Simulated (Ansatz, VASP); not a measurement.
**One calculation of Sr2Li3Mo, two programs**

```
Li Sr Mo
1.0
     5.03258    0.00000    0.00000
    -2.51629    4.35834    0.00000
     0.00000    0.00000   11.64277
Li Sr Mo
3 2 1
Direct
  0.00000 0.00000 0.25610
  0.00000 0.00000 0.74390
  0.00000 0.00000 0.00000
  0.33333 0.66667 0.61242
  0.66667 0.33333 0.38758
  0.00000 0.00000 0.50000
```

Alike in both runs: functional PBE; k mesh 6 × 6 × 2; occupations gaussian, width 0.1 eV; no spin polarisation.

Ansatz relaxed the structure, and its values are those at the end. VASP's run is a single point on that final structure, the one shown.

```csv
,VASP,Ansatz
version,VASP 6.6.1,Ansatz 0.2.0
potentials or method,"VASP PAW PBE potentials, release 64 (Li_sv, Sr_sv, Mo_sv), cutoff 520 eV","scalar-relativistic, plane waves, PAW"
valence electrons in the cell,43,43
```

Ansatz gave:

```
gap on the k mesh at the Fermi level (eV) : none
rms of the force components (eV/Å)        : 0.007
```

**Question.** What did VASP give for the same quantities?

**Answer.** gap on the k mesh at the Fermi level (eV): none; rms of the force components (eV/Å): 0.012.

A gap of «none» marks a metal or a gap that the smearing closes.

Noted on VASP's run: the cutoff is short for stress, so the pressure is rough.
